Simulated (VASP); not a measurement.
# GaN (F-43m) in VASP: settings compared

Aim: see how the results for GaN move with the level of theory and the settings. Levels: BLYP+D4, BLYP, LDA. Tasks: single point.

Everything below comes from runs of VASP 6.6.1. Logs are shortened: lines on timing, memory, paths and dates and some standing lists are left out, and cuts for length are marked.

### 1 The cell of the first run

The structure is cubic, space group F-43m (No. 216). Conventional cell: a = 4.507 Å, b = 4.507 Å, c = 4.507 Å, α = 90.00°, β = 90.00°, γ = 90.00°. Within 2.6 Å of Ga (site symmetry -43m) lie 4 N at 1.95 Å. Within 2.6 Å of N (site symmetry -43m) lie 4 Ga at 1.95 Å.

### 2 Single point, BLYP+D4

INCAR reads:

```
  PREC = Accurate
  ENCUT = 1330
  EDIFF = 1E-6
  ISMEAR = -1
  SIGMA = 0.05
  LREAL = F
  LASPH = T
  NELM = 120
  ALGO = Normal
  ISIF = 2
  LWAVE = F
  LCHARG = T
  GGA = B5
  ALDAX = 1.0
  AGGAX = 1.0
  AGGAC = 1.0
  ALDAC = 0.0
  IVDW = 13
  VDW_S6 = 1.0
  VDW_S8 = 2.34076671
  VDW_A1 = 0.44488865
  VDW_A2 = 4.0933009
  LELF = T
  LVHAR = T
  NBANDS = 16
  GGA_COMPAT = F
```

KPOINTS reads:

```
Automatic mesh
0
Gamma
  10 10 10
```

POSCAR reads:

```
GaN
1.0
    0.0000000000      2.2535006075      2.2535006075
    2.2535006075      0.0000000000      2.2535006075
    2.2535006075      2.2535006075      0.0000000000
Ga N
1 1
Direct
    0.0000000000      0.0000000000      0.0000000000
    0.2500000000      0.2500000000      0.2500000000
```

Potentials or basis: VASP PAW PBE potentials, release 64 (Ga_d, N_h).

Command:

```
> cat potpaw_PBE.64/Ga_d/POTCAR potpaw_PBE.64/N_h/POTCAR > POTCAR
> mpirun -np 1 vasp_std > vasp.out
```

OUTCAR:

```text
PREC = Accurate
   ENCUT = 1330
   EDIFF = 1E-6
   ISMEAR = -1
   LREAL = F
   LASPH = T
   NELM = 120
   ISIF = 2
   GGA = B5
   IVDW = 13

 ion  position               nearest neighbor table
   1  0.000  0.000  0.000-   2 1.95   2 1.95   2 1.95   2 1.95
   2  0.250  0.250  0.250-   1 1.95   1 1.95   1 1.95   1 1.95

  LATTYP: Found a face centered cubic cell.
 ALAT       =     4.5070012150

  Lattice vectors:

 A1 = (   0.0000000000,   2.2535006075,   2.2535006075)
 A2 = (   2.2535006075,   0.0000000000,   2.2535006075)
 A3 = (   2.2535006075,   2.2535006075,   0.0000000000)

Analysis of symmetry for initial positions (statically):
=====================================================================
 Subroutine PRICEL returns:
 Original cell was already a primitive cell.

 Routine SETGRP: Setting up the symmetry group for a
 face centered cubic supercell.

 Subroutine GETGRP returns: Found 24 space group operations
 (whereof 24 operations were pure point group operations)
 out of a pool of 48 trial point group operations.

The static configuration has the point symmetry T_d .

Analysis of symmetry for dynamics (positions and initial velocities):
=====================================================================
 Subroutine PRICEL returns:
 Original cell was already a primitive cell.

 Routine SETGRP: Setting up the symmetry group for a
 face centered cubic supercell.

 Subroutine GETGRP returns: Found 24 space group operations
 (whereof 24 operations were pure point group operations)
 out of a pool of 48 trial point group operations.

The dynamic configuration has the point symmetry T_d .

 Subroutine INISYM returns: Found 24 space group operations
 (whereof 24 operations are pure point group operations),
 and found     1 'primitive' translations

----------------------------------------------------------------------------------------

                                     Primitive cell

  volume of cell :      22.8877

  direct lattice vectors                    reciprocal lattice vectors
     0.000000000  2.253500607  2.253500607    -0.221877020  0.221877020  0.221877020
     2.253500607  0.000000000  2.253500607     0.221877020 -0.221877020  0.221877020
     2.253500607  2.253500607  0.000000000     0.221877020  0.221877020 -0.221877020

  length of vectors
     3.186931122  3.186931122  3.186931122     0.384302272  0.384302272  0.384302272

  position of ions in fractional coordinates (direct lattice)
     0.000000000  0.000000000  0.000000000
     0.250000000  0.250000000  0.250000000

[... 77 lines left out ...]
   LREAL  =      F    real-space projection
   EDIFFG = 0.1E-04   stopping-criterion for IOM
   NSW    =      0    number of steps for IOM
   IBRION =     -1    ionic relax: 0-MD 1-quasi-New 2-CG
   NFREE  =      0    steps in history (QN), initial steepest desc. (CG)
   ISIF   =      2    stress and relaxation
   ISYM   =      2    0-nonsym 1-usesym 2-fastsym
   POTIM  = 0.5000    time-step for ionic-motion
   TEBEG  =    0.0;   TEEND  =   0.0 temperature during run
   PSTRESS=    0.0 pullay stress
   NELECT =      18.0000    total number of electrons
   NUPDOWN=      -1.0000    fix difference up-down
   EMIN   =  10.00;   EMAX   =-10.00  energy-range for DOS
   EFERMI =   0.00;   METHOD = LEGACY
   ISMEAR =    -1;   SIGMA  =   0.05  broadening in eV -4-tet -1-fermi 0-gaus
   EFERMI_NEDOS =   21; number of points for ismear=-14 and -15
   IALGO  =     38    algorithm
   IMIX   =      4    mixing-type and parameters
     AMIX     =   0.40;   BMIX     =  1.00
     AMIX_MAG =   1.60;   BMIX_MAG =  1.00
  volume/ion in A,a.u.               =      11.44        77.23
  Fermi-wavevector in a.u.,A,eV,Ry     =   1.511117  2.855596 31.068543  2.283473
  Thomas-Fermi vector in A             =   2.621216
   LORBIT       =      0    0 simple, 1 ext, 2 COOP (PROOUT), +10 PAW based schemes
   GGA     = B5    functional components
   LHFCALC =     F    Hartree Fock is set to
   AEXX    =    0.0000 exact exchange contribution
   IVDW    =    13    specifies the selected vdW correction
   LEPSILON=     F    determine dielectric tensor
   LRPA    =     F    only Hartree local field effects (RPA)
 non-spin polarized calculation
  energy-cutoff  :     1330.00
  volume of cell :       22.89
 maximum number of plane-waves:      2565
 NGX is ok and might be reduce to    40
   NGX = 19   NGY = 19   NGZ = 19

 number of electron      17.9999999 magnetization

 Free energy of the ion-electron system (eV)
  ---------------------------------------------------
  ext. energy  EPLUGINS =         0.00000000
  ---------------------------------------------------
  free energy    TOTEN  =       -10.97640933 eV

  energy without entropy =      -10.97640933  energy(sigma->0) =      -10.97640933

 E-fermi :   6.9193     XC(G=0): -11.1170

 val. band max:        5.9794778983   @ k =   0.0000   0.0000   0.0000
 cond. band min:       7.7944029828   @ k =   0.0000   0.0000   0.0000
 fundamental gap:      1.8149250845
 Fermi energy:         6.9193453397

 k-point     1 :       0.0000    0.0000    0.0000
  band No.  band energies     occupation
      1      -9.8687      2.00000
      2      -7.5665      2.00000
      3      -7.5665      2.00000
      4      -7.5665      2.00000
      5      -7.2521      2.00000
      6      -7.2521      2.00000
[... 433 lines left out ...]
      3      -7.3450      2.00000
      4      -7.3448      2.00000
      5      -7.1922      2.00000
      6      -6.2538      2.00000
[... 8 lines left out ...]
     15      28.4868      0.00000
     16      28.5340      0.00000

 [... further k-points ...]

------------------------ aborting loop because EDIFF is reached ----------------------------------------

  DFT-D4 for vdW energy calculation

  Edisp (eV):   -1.52894

  FORCE on cell =-STRESS in cart. coord.  units (eV):
  Direction    XX          YY          ZZ          XY          YZ          ZX
  --------------------------------------------------------------------------------------
  -------------------------------------------------------------------------------------
  Total       0.07975     0.07975     0.07975    -0.00000     0.00000    -0.00000
  in kB       5.58289     5.58289     5.58289    -0.00000     0.00000    -0.00000
  external pressure =        5.58 kB  Pullay stress =        0.00 kB

 VOLUME and BASIS-vectors are now :
 -----------------------------------------------------------------------------
  energy-cutoff  :     1330.00
  volume of cell :       22.89
      direct lattice vectors                 reciprocal lattice vectors
     0.000000000  2.253500607  2.253500607    -0.221877020  0.221877020  0.221877020
     2.253500607  0.000000000  2.253500607     0.221877020 -0.221877020  0.221877020
     2.253500607  2.253500607  0.000000000     0.221877020  0.221877020 -0.221877020

 POSITION                                       TOTAL-FORCE (eV/Angst)
 -----------------------------------------------------------------------------------
      0.00000      0.00000      0.00000         0.000000      0.000000      0.000000
      1.12675      1.12675      1.12675        -0.000000     -0.000000     -0.000000
 -----------------------------------------------------------------------------------
    total drift:                               -0.000000     -0.000000     -0.000000

  FREE ENERGIE OF THE ION-ELECTRON SYSTEM (eV)
  ---------------------------------------------------
  free  energy   TOTEN  =       -12.5053454593 eV

  energy  without entropy=      -12.5053454592  energy(sigma->0) =      -12.50534546
```

stdout:

```text
POSCAR found type information on POSCAR GaN
 POSCAR found :  2 types and       2 ions
 scaLAPACK will be used
 -----------------------------------------------------------------------------
|                                                                             |
|                                                                             |
|     You enforced a specific xc type in the INCAR file but a different       |
|     I HOPE YOU KNOW WHAT YOU ARE DOING!                                     |
|                                                                             |
 -----------------------------------------------------------------------------

 LDA part: xc-table for (Slater(with rela. corr.)+VWN5), standard interpolation
 POSCAR, INCAR and KPOINTS ok, starting setup
 FFT: planning ... GRIDC
 FFT: planning ... GRID_SOFT
 FFT: planning ... GRID
 WAVECAR not read
 entering main loop
```

Wall time 58 s (1 thread of AMD EPYC 9R45 (Zen 5), shared host); peak memory 0.26 GiB.

What came out:

* Free energy: -12.5053 eV
* Pressure: 0.6 GPa
* Band gap on the k mesh: 1.81 eV
* Dispersion energy per atom: -0.764 eV

Levels at points of the mesh, in eV from the valence-band top:
```csv
k point,band 5,band 6,band 7,band 8,band 9,band 10,band 11,band 12,band 13,band 14
"(0.00, 0.00, 0.00)",-13.23,-13.23,0.00,0.00,0.00,1.81,10.31,10.31,10.31,17.86
"(0.50, 0.00, 0.00)",-13.18,-11.92,-6.96,-0.96,-0.96,4.67,8.87,10.43,10.43,15.91
"(0.50, 0.50, 0.00)",-13.16,-11.47,-6.10,-2.67,-2.67,3.60,6.69,11.85,13.93,13.93
```

Caveat: the PAW data sets were made with another functional, which shifts forces and pressure a little.

### 3 Single point, BLYP

This run uses another cell than the first one, of 10.76 Å³/atom.

INCAR reads:

```
AGGAC = 1.0
AGGAX = 1.0
ALDAC = 0.0
ALDAX = 1.0
ALGO = Normal
EDIFF = 1E-6
ENCUT = 1330
GGA = B5
GGA_COMPAT = False
ISIF = 2
ISMEAR = -1
LASPH = True
LCHARG = True
LELF = True
LREAL = False
LVHAR = True
LWAVE = False
NBANDS = 16
NELM = 120
PREC = Accurate
SIGMA = 0.05
```

KPOINTS reads:

```
k-points
0
Gamma
  10 10 10
```

POSCAR reads:

```
GaN
1.0
    0.0000000000      2.2074978911      2.2074978911
    2.2074978911      0.0000000000      2.2074978911
    2.2074978911      2.2074978911      0.0000000000
Ga N
1 1
Direct
    0.0000000000      0.0000000000      0.0000000000
    0.2500000000      0.2500000000      0.2500000000
```

Potentials or basis: VASP PAW PBE potentials, release 64 (Ga_d, N_h).

Command:

```
> cat potpaw_PBE.64/Ga_d/POTCAR potpaw_PBE.64/N_h/POTCAR > POTCAR
> mpirun -np 1 vasp_std > vasp.out
```

Wall time 58 s (1 thread of AMD EPYC 9R45 (Zen 5), shared host); peak memory 0.25 GiB.

Results (log left out):

```
Free energy            : -10.8122 eV
Pressure               : 26.7 GPa
Band gap on the k mesh : 2.23 eV
```

Levels at points of the mesh, in eV from the valence-band top:
```csv
k point,band 7,band 8,band 9,band 10,band 11,band 12
"(0.00, 0.00, 0.00)",0.00,0.00,0.00,2.23,10.71,10.71
"(0.50, 0.00, 0.00)",-7.37,-1.04,-1.04,5.11,9.19,10.76
"(0.50, 0.50, 0.00)",-6.36,-2.90,-2.90,3.62,7.08,12.28
```

Caveat: the cell stands under pressure; the PAW data sets were made with another functional, which shifts forces and pressure a little.

(Continued in part 2 of 2.)
